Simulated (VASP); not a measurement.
Input of a VASP 6.6.1 run:

INCAR

```
SYSTEM = ZnO
PREC = Accurate
ENCUT = 520
EDIFF = 1E-8
ISMEAR = 0
SIGMA = 0.01
LREAL = .FALSE.
LASPH = .TRUE.
NELM = 60
ALGO = Normal
ISIF = 2
LWAVE = .FALSE.
LCHARG = .TRUE.
METAGGA = R2SCAN
LMIXTAU = .TRUE.
IBRION = 6
NFREE = 2
POTIM = 0.015
NSW = 1
```

File KPOINTS:

```
regular mesh
0
G
  8 8 4
  0 0 0
```

Contents of POSCAR:

```
ZnO
1.0
    3.2493782372      0.0000000000      0.0000000000
   -1.6246891186      2.8140440999      0.0000000000
    0.0000000000      0.0000000000      5.2364822833
Zn O
2 2
Direct
    0.3333333333      0.6666666667      0.4997512177
    0.6666666667      0.3333333333     -0.0002487823
    0.6666666667      0.3333333333      0.3792587823
    0.3333333333      0.6666666667      0.8792587823
```

Potentials or basis: VASP PAW PBE potentials, release 64 (Zn, O).

Run with:

```console
$ cat potpaw_PBE.64/Zn/POTCAR potpaw_PBE.64/O/POTCAR > POTCAR
$ mpirun -np 1 vasp_std > vasp.out
```

(1) What does it give for the highest phonon frequency at Γ, LO-TO splitting left out?

Results:

(1) 542 cm⁻¹.

Caveat: the cell wasn't relaxed at this level first, which shifts response properties.
